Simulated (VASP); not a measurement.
BaS, 2 atoms in the cell. It takes space group Fm-3m (No. 225, cubic). Conventional cell: a = 6.298 Å, b = 6.298 Å, c = 6.298 Å, α = 90.00°, β = 90.00°, γ = 90.00°. Ba (site symmetry m-3m) has 6 S at 3.15 Å within 4.1 Å. Within 4.1 Å of S (site symmetry m-3m) lie 6 Ba at 3.15 Å.  This cell differs from its parent crystal: volume scaled by 0.94.

```yaml
Program: VASP 6.6.1
Task: single point
Functional: PBE
Potentials_or_basis: VASP PAW PBE potentials, release 64 (Ba_sv, S)
Cutoff: 520 eV
k_mesh: 8 × 8 × 8
Occupations: gaussian, width 0.02 eV
Spin: no spin polarisation
Dipole_correction: no
Further_INCAR_settings: ALGO = Normal; EDIFF = 1e-07; NBANDS = 15
```

Potentials or basis: VASP PAW PBE potentials, release 64 (Ba_sv, S).

The run is started by

```console
$ cat potpaw_PBE.64/Ba_sv/POTCAR potpaw_PBE.64/S/POTCAR > POTCAR
$ mpirun -np 1 vasp_std > vasp.out
```

Hardware: 1 thread of Intel(R) Xeon(R) 6975P-C (Granite Rapids), on a shared host.

Question: How long does it take, and how much memory?

Answer: Run time: 14 s on 1 thread of Intel(R) Xeon(R) 6975P-C (Granite Rapids), on a shared host, peak memory 0.21 GiB. Counts: scf iterations 13, k points 29.
